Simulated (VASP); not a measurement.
# Zr in VASP: single point with PBE

Aim: the single point of Zr with PBE.

All numbers are computed with VASP 6.6.1; they aren't measurements. Logs are shortened: lines on timing, memory, paths and dates and some standing lists are left out, and cuts for length are marked.

### Step 1. The cell of the first run

The cell holds a cluster in a box, 1 atom: a = 8.982 Å, b = 9.082 Å, c = 9.182 Å, α = 90.00°, β = 90.00°, γ = 90.00°.

### Step 2. Single point, PBE, collinear spin, ferromagnetic start

The input, INCAR:

```
PREC = Accurate
ENCUT = 400
EDIFF = 1E-6
ISMEAR = -1
SIGMA = 0.1
LREAL = F
LASPH = T
NELM = 200
ALGO = Normal
ISIF = 2
LWAVE = F
LCHARG = F
ISPIN = 2
MAGMOM = 2.5
LORBIT = 11
LMAXMIX = 4
GGA = PE
NBANDS = 16
GGA_COMPAT = F
```

The input, KPOINTS:

```
Automatic mesh
0
Gamma
  1 1 1
```

The input, POSCAR:

```
Zr
1.0
    8.9820000000      0.0000000000      0.0000000000
    0.0000000000      9.0818000000      0.0000000000
    0.0000000000      0.0000000000      9.1816000000
Zr
1
Direct
    0.5000000000      0.5000000000      0.5000000000
```

Potentials or basis: VASP PAW PBE potentials, release 64 (Zr_sv).

Command:

```console
$ cat potpaw_PBE.64/Zr_sv/POTCAR > POTCAR
$ mpirun -np 1 vasp_gam > vasp.out
```

OUTCAR:

```text
PREC = Accurate
   ENCUT = 400
   EDIFF = 1E-6
   ISMEAR = -1
   LREAL = F
   LASPH = T
   NELM = 200
   ISIF = 2
   ISPIN = 2
   LORBIT = 11
   GGA = PE

 ion  position               nearest neighbor table
   1  0.500  0.500  0.500-

  LATTYP: Found a simple orthorhombic cell.
 ALAT       =     8.9820000000
 B/A-ratio  =     1.0111111111
 C/A-ratio  =     1.0222222222

  Lattice vectors:

 A1 = (   8.9820000000,   0.0000000000,   0.0000000000)
 A2 = (   0.0000000000,   9.0818000000,   0.0000000000)
 A3 = (   0.0000000000,   0.0000000000,   9.1816000000)

Analysis of symmetry for initial positions (statically):
=====================================================================
 Subroutine PRICEL returns:
 Original cell was already a primitive cell.

 Routine SETGRP: Setting up the symmetry group for a
 simple orthorhombic supercell.

 Subroutine GETGRP returns: Found  8 space group operations
 (whereof  8 operations were pure point group operations)
 out of a pool of  8 trial point group operations.

The static configuration has the point symmetry D_2h.

Analysis of symmetry for dynamics (positions and initial velocities):
=====================================================================
 Subroutine PRICEL returns:
 Original cell was already a primitive cell.

 Routine SETGRP: Setting up the symmetry group for a
 simple orthorhombic supercell.

 Subroutine GETGRP returns: Found  8 space group operations
 (whereof  8 operations were pure point group operations)
 out of a pool of  8 trial point group operations.

The dynamic configuration has the point symmetry D_2h.

Analysis of structural, dynamic, and magnetic symmetry:
=====================================================================
 Subroutine PRICEL returns:
 Original cell was already a primitive cell.

 Routine SETGRP: Setting up the symmetry group for a
 simple orthorhombic supercell.

 Subroutine GETGRP returns: Found  8 space group operations
 (whereof  8 operations were pure point group operations)
 out of a pool of  8 trial point group operations.

The overall configuration has the point symmetry D_2h.

 Subroutine INISYM returns: Found  8 space group operations
 (whereof  8 operations are pure point group operations),
 and found     1 'primitive' translations

----------------------------------------------------------------------------------------

                                     Primitive cell

  volume of cell :     748.9682

  direct lattice vectors                    reciprocal lattice vectors
     8.982000000  0.000000000  0.000000000     0.111333779  0.000000000  0.000000000
     0.000000000  9.081800000  0.000000000     0.000000000  0.110110331  0.000000000
     0.000000000  0.000000000  9.181600000     0.000000000  0.000000000  0.108913479

  length of vectors
     8.982000000  9.081800000  9.181600000     0.111333779  0.110110331  0.108913479

  position of ions in fractional coordinates (direct lattice)
     0.500000000  0.500000000  0.500000000

  ion indices of the primitive-cell ions
   primitive index   ion index
                 1           1

----------------------------------------------------------------------------------------

 KPOINTS: Automatic mesh

Automatic generation of k-mesh.
 Grid dimensions read from file:
 generate k-points for:    1    1    1

 Generating k-lattice:

  Cartesian coordinates                     Fractional coordinates (reciprocal lattice)
     0.111333779  0.000000000  0.000000000     1.000000000  0.000000000  0.000000000
     0.000000000  0.110110331  0.000000000     0.000000000  1.000000000  0.000000000
     0.000000000  0.000000000  0.108913479     0.000000000  0.000000000  1.000000000

  Length of vectors
     0.111333779  0.110110331  0.108913479

  Shift w.r.t. Gamma in fractional coordinates (k-lattice)
     0.000000000  0.000000000  0.000000000

 Subroutine IBZKPT returns following result:
 ===========================================

 Found      1 irreducible k-points:

 Following reciprocal coordinates:
            Coordinates               Weight
  0.000000  0.000000  0.000000      1.000000
   k-points           NKPTS =      1   k-points in BZ     NKDIM =      1   number of bands    NBANDS=     16
   number of dos      NEDOS =    301   number of ions     NIONS =      1
   total plane-waves  NPLWV = 216000
   dimension x,y,z NGX =    60 NGY =   60 NGZ =   60
   dimension x,y,z NGXF=   120 NGYF=  120 NGZF=  120
   ions per type =               1
   NGX,Y,Z   is equivalent  to a cutoff of  11.11, 10.98, 10.86 a.u.
   NGXF,Y,Z  is equivalent  to a cutoff of  22.21, 21.97, 21.73 a.u.
 SYSTEM =  unknown system
   PREC   = accura    normal or accurate (medium, high low for compatibility)
   ISTART =      0    job   : 0-new  1-cont  2-samecut
   ICHARG =      2    charge: 1-file 2-atom 10-const
   ISPIN  =      2    spin polarized calculation?
   LNONCOLLINEAR =      F non collinear calculations
   LSORBIT =      F    spin-orbit coupling
   LASPH  =      T    aspherical Exc in radial PAW
   ENCUT  =  400.0 eV  29.40 Ry    5.42 a.u.  14.65 14.81 14.97*2*pi/ulx,y,z
   NELM   =    200;   NELMIN=  2; NELMDL= -5     # of ELM steps
   EDIFF  = 0.1E-05   stopping-criterion for ELM
   LREAL  =      F    real-space projection
   EDIFFG = 0.1E-04   stopping-criterion for IOM
   NSW    =      0    number of steps for IOM
   IBRION =     -1    ionic relax: 0-MD 1-quasi-New 2-CG
   NFREE  =      0    steps in history (QN), initial steepest desc. (CG)
   ISIF   =      2    stress and relaxation
   ISYM   =      2    0-nonsym 1-usesym 2-fastsym
   POTIM  = 0.5000    time-step for ionic-motion
   TEBEG  =    0.0;   TEEND  =   0.0 temperature during run
   PSTRESS=    0.0 pullay stress
   NELECT =      12.0000    total number of electrons
   NUPDOWN=      -1.0000    fix difference up-down
   EMIN   =  10.00;   EMAX   =-10.00  energy-range for DOS
   EFERMI =   0.00;   METHOD = LEGACY
   ISMEAR =    -1;   SIGMA  =   0.10  broadening in eV -4-tet -1-fermi 0-gaus
   EFERMI_NEDOS =   21; number of points for ismear=-14 and -15
   IALGO  =     38    algorithm
   IMIX   =      4    mixing-type and parameters
     AMIX     =   0.40;   BMIX     =  1.00
     AMIX_MAG =   1.60;   BMIX_MAG =  1.00
  volume/ion in A,a.u.               =     748.97      5054.29
  Fermi-wavevector in a.u.,A,eV,Ry     =   0.412712  0.779913  2.317501  0.170331
  Thomas-Fermi vector in A             =   1.369865
   LORBIT       =     11    0 simple, 1 ext, 2 COOP (PROOUT), +10 PAW based schemes
   GGA     = PE    functional components
   LHFCALC =     F    Hartree Fock is set to
   AEXX    =    0.0000 exact exchange contribution
   IVDW    =     0    specifies the selected vdW correction
   LEPSILON=     F    determine dielectric tensor
   LRPA    =     F    only Hartree local field effects (RPA)
 spin polarized calculation
  energy-cutoff  :      400.00
  volume of cell :      748.97
 maximum number of plane-waves:      6795
 NGX is ok and might be reduce to    60
   NGX = 29   NGY = 29   NGZ = 29

 number of electron      12.0000000 magnetization       3.5027093

 Free energy of the ion-electron system (eV)
  ---------------------------------------------------
  ext. energy  EPLUGINS =         0.00000000
  ---------------------------------------------------
  free energy    TOTEN  =        -2.31514754 eV

  energy without entropy =       -1.91555540  energy(sigma->0) =       -2.11535147

 E-fermi :  -2.6946     XC(G=0):  -1.6029

 val. band max:       -2.7029499516   @ k =   0.0000   0.0000   0.0000
 cond. band min:      -2.5839463547   @ k =   0.0000   0.0000   0.0000
 fundamental gap:      0.1190035969
 Fermi energy:        -2.6945717132

 spin component 1

 k-point     1 :       0.0000    0.0000    0.0000
  band No.  band energies     occupation
      1     -52.6715      1.00000
      2     -30.8404      1.00000
      3     -30.8404      1.00000
      4     -30.8404      1.00000
      5      -3.9943      1.00000
      6      -2.7228      0.57017
      7      -2.7223      0.56897
      8      -2.7218      0.56766
      9      -2.7041      0.52370
     10      -2.7029      0.52093
     11      -0.9033      0.00000
     12      -0.8906      0.00000
     13      -0.8771      0.00000
     14      -0.1125      0.00000
     15       0.9822      0.00000
     16       1.0153      0.00000
 Fermi energy:        -2.6945717132

 spin component 2

 k-point     1 :       0.0000    0.0000    0.0000
  band No.  band energies     occupation
      1     -51.4588      1.00000
      2     -29.4084      1.00000
      3     -29.4081      1.00000
      4     -29.4078      1.00000
      5      -2.5839      0.24857
      6      -1.0221      0.00000
      7      -1.0182      0.00000
      8      -0.9578      0.00000
      9      -0.9568      0.00000
     10      -0.9559      0.00000
     11       0.1493      0.00000
     12       0.1679      0.00000
     13       0.1873      0.00000
     14       0.2809      0.00000
     15       1.4237      0.00000
     16       1.4625      0.00000

------------------------ aborting loop because EDIFF is reached ----------------------------------------

  FORCE on cell =-STRESS in cart. coord.  units (eV):
  Direction    XX          YY          ZZ          XY          YZ          ZX
  --------------------------------------------------------------------------------------
  -------------------------------------------------------------------------------------
  Total       -0.1857283     -0.1750744     -0.1640985     -0.0000000      0.0000000      0.0000000
  in kB       -0.3973061     -0.3745156     -0.3510362     -0.0000000      0.0000000      0.0000000
  external PRESSURE =      -0.3742860 kB  Pullay stress =       0.0000000 kB

 VOLUME and BASIS-vectors are now :
 -----------------------------------------------------------------------------
  energy-cutoff  :      400.00
  volume of cell :      748.97
      direct lattice vectors                 reciprocal lattice vectors
     8.982000000  0.000000000  0.000000000     0.111333779  0.000000000  0.000000000
     0.000000000  9.081800000  0.000000000     0.000000000  0.110110331  0.000000000
     0.000000000  0.000000000  9.181600000     0.000000000  0.000000000  0.108913479

 POSITION                                       TOTAL-FORCE (eV/Angst)
 -----------------------------------------------------------------------------------
      4.49100      4.54090      4.59080         0.000000      0.000000      0.000000
 -----------------------------------------------------------------------------------
    total drift:                                0.000000      0.000000     -0.000000

  FREE ENERGIE OF THE ION-ELECTRON SYSTEM (eV)
  ---------------------------------------------------
  free  energy   TOTEN  =        -2.3151475352 eV

  energy  without entropy=       -1.9155553988  energy(sigma->0) =       -2.11535147

 total charge

# of ion       s       p       d       tot
------------------------------------------
    1        2.205   5.852   1.786   9.843

 magnetization (x)

# of ion       s       p       d       tot
------------------------------------------
    1        0.145   0.001   1.786   1.932
```

Wall time 88 s (1 thread of Intel Xeon Platinum 8488C (Sapphire Rapids), shared host); peak memory 0.61 GiB.

What came out:

```
Free energy                                           : -2.3151 eV
Gap between the frontier levels                       : 0.12 eV
Net moment                                            : 3.50 μB per cell
Site moments                                          : Zr +1.93 μB
Valence electrons inside the program's atomic spheres : Zr 9.84
```
